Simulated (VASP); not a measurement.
Wanted: the native input for a VASP 6.6.1 run.

| Quantity | Value |
| --- | --- |
| Task | single point |
| Functional | r2SCAN |
| Potentials or basis | VASP PAW PBE potentials, release 64 (Ti_sv, Al) |
| Cutoff | 520 eV |
| k mesh | 14 × 14 × 10 |
| Occupations | gaussian, width 0.1 eV |
| Spin | no spin polarisation |
| Dipole correction | no |
| Further INCAR settings | ALGO = Normal; EDIFF = 1e-07; NBANDS = 14 |

Crystal: TiAl.

```
Ti Al
1.0
     2.69215    0.00000    0.00000
     0.00000    2.69215    0.00000
     0.00000    0.00000    3.89377
Ti Al
1 1
Direct
  0.50000 0.50000 0.50000
  0.00000 0.00000 0.00000
```

The input as run:

POSCAR

```
TiAl
1.0
    2.6921525339      0.0000000000      0.0000000000
    0.0000000000      2.6921525339      0.0000000000
    0.0000000000      0.0000000000      3.8937709617
Ti Al
1 1
Direct
    0.5000000000      0.5000000000      0.5000000000
    0.0000000000      0.0000000000      0.0000000000
```

INCAR.step1

```
SYSTEM = TiAl
PREC     = Accurate       ! precision mode
ENCUT    = 520            ! plane-wave cutoff, eV
ISMEAR   = 0              ! smearing method
SIGMA    = 0.1            ! smearing width, eV
LREAL    = .False.        ! projectors in reciprocal space
LASPH    = .True.         ! aspherical terms in the spheres
NELM     = 60             ! most SCF steps
NBANDS   = 14             ! bands
GGA      = PE             ! functional
ALGO     = Normal         ! electronic algorithm
EDIFF    = 1E-4           ! SCF threshold, eV
LWAVE    = .True.         ! write WAVECAR
LCHARG   = .False.        ! write CHGCAR
```

INCAR.step2

```
SYSTEM = TiAl
PREC     = Accurate       ! precision mode
ENCUT    = 520            ! plane-wave cutoff, eV
EDIFF    = 1E-7           ! SCF threshold, eV
ISMEAR   = 0              ! smearing method
SIGMA    = 0.1            ! smearing width, eV
LREAL    = .False.        ! projectors in reciprocal space
LASPH    = .True.         ! aspherical terms in the spheres
NELM     = 60             ! most SCF steps
ALGO     = Normal         ! electronic algorithm
ISIF     = 2              ! what is computed and relaxed
LWAVE    = .False.        ! write WAVECAR
LCHARG   = .False.        ! write CHGCAR
METAGGA  = R2SCAN         ! meta-GGA
LMIXTAU  = .True.       
NBANDS   = 14             ! bands
ISTART   = 1
```

KPOINTS

```
Automatic mesh
0
Gamma
  14 14 10
  0 0 0
```

Potentials or basis: VASP PAW PBE potentials, release 64 (Ti_sv, Al).

Launch:

```sh
$ cat potpaw_PBE.64/Ti_sv/POTCAR potpaw_PBE.64/Al/POTCAR > POTCAR
$ cp INCAR.step1 INCAR
$ mpirun -np 1 vasp_std > vasp.out
$ cp INCAR.step2 INCAR
$ mpirun -np 1 vasp_std > vasp.out
```

It gave:

The pressure is 20.2 GPa.

Caveat: the PAW data sets were made with another functional, which shifts forces and pressure a little.

Run time: 2.8 min on 1 thread of Intel Xeon 6975P-C, on a shared host, peak memory 0.21 GiB.
